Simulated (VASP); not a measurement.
Set up this calculation in VASP 6.6.1, as the native input.

- Task: single point
- Functional: PBEsol
- Potentials or basis: VASP PAW PBE potentials, release 64 (Au)
- Cutoff: 500 eV
- k mesh: 9 × 9 × 9
- Occupations: fermi-dirac, width 0.05 eV
- Spin: no spin polarisation
- Dipole correction: no
- Further INCAR settings: ALGO = Normal; EDIFF = 1e-06; NBANDS = 12

The structure of Au lies in POSCAR:

```
Au
1.0
    0.0000000000      1.9116648912      1.9116648912
    1.9116648912      0.0000000000      1.9116648912
    1.9116648912      1.9116648912      0.0000000000
Au
1
Direct
    0.0000000000      0.0000000000      0.0000000000
```

These files were run (other wordings do the same):

INCAR

```
PREC = Accurate
ENCUT = 500
EDIFF = 1E-6
ISMEAR = -1
SIGMA = 0.05
LREAL = False
LASPH = True
NELM = 120
ALGO = Normal
ISIF = 2
LWAVE = False
LCHARG = False
GGA = PS
NBANDS = 12
GGA_COMPAT = False
```

KPOINTS

```
Automatic mesh
0
Gamma
  9 9 9
```

Potentials or basis: VASP PAW PBE potentials, release 64 (Au).

The run is started by

```bash
$ cat potpaw_PBE.64/Au/POTCAR > POTCAR
$ mpirun -np 1 vasp_std > vasp.out
```

It gave:

```
Pressure               : 59.7 GPa
Band gap on the k mesh : zero (an odd number of electrons rules out a gap without spin polarisation)
```

Caveat: the cell stands under pressure; the PAW data sets were made with another functional, which shifts forces and pressure a little; spin-orbit coupling is left out, which moves the levels of the heavy elements.

It took 5.3 s on 1 thread of Intel(R) Xeon(R) Platinum 8375C CPU @ 2.90GHz (Ice Lake), with other jobs on the host, peak memory 0.13 GiB.
